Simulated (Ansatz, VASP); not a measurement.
**Zn in VASP and in Ansatz**

INCAR

```
PREC = Accurate ; ENCUT = 520
EDIFF = 1E-6 ; ISMEAR = 0
SIGMA = 0.15 ; LREAL = False
LASPH = True ; NELM = 80
ALGO = Fast ; ISIF = 2
LWAVE = False ; LCHARG = True
GGA = CA ; LELF = True
LVHAR = True ; NBANDS = 12
```

KPOINTS

```
regular mesh
0
Gamma
  24 24 24
```

The input POSCAR:

```
Zn
1.0
   -1.7391999281      1.5735618397      1.5735618397
    1.5735618397     -1.7391999281      1.5735618397
    1.5735618397      1.5735618397     -1.7391999281
Zn
1
Direct
    0.0000000000      0.0000000000      0.0000000000
```

Input for Ansatz:

```yaml
crystal:
  lattice:
    - [-1.7391999281, 1.5735618397, 1.5735618397]
    - [1.5735618397, -1.7391999281, 1.5735618397]
    - [1.5735618397, 1.5735618397, -1.7391999281]
  atoms:
    - { symbol: Zn, position: [0.0, 0.0, 0.0] }
basis:
  ecutwfc: 420
kpoints:
  mp_grid: { grid: [24, 24, 24] }
hamiltonian:
  xc: lda
scf:
  occupations: { method: gaussian, width: 0.15 }
output:
  forces: true
  stress: true
  eigenvalues: true
```

Alike in both runs: task single point; functional LDA; k mesh 24 × 24 × 24; occupations gaussian, width 0.15 eV; no spin polarisation.

```csv
,VASP,Ansatz
version,VASP 6.6.1,Ansatz 0.2.0
potentials or method,"VASP PAW LDA potentials, release 64 (Zn), cutoff 520 eV","scalar-relativistic, plane waves, PAW"
valence electrons in the cell,12,12
```

```tsv
	VASP	Ansatz	Ansatz less VASP
gap on the k mesh at the Fermi level (eV)	none	none	-
pressure (GPa)	-5.3	-5.6	-0.33
traceless stress, the component that is largest in VASP (GPa)	2.77	2.61	-0.163
```

LDA's correlation is that of Perdew and Zunger in VASP and of Perdew and Wang (1992) in Ansatz. A gap of «none» marks a metal or a gap that the smearing closes.
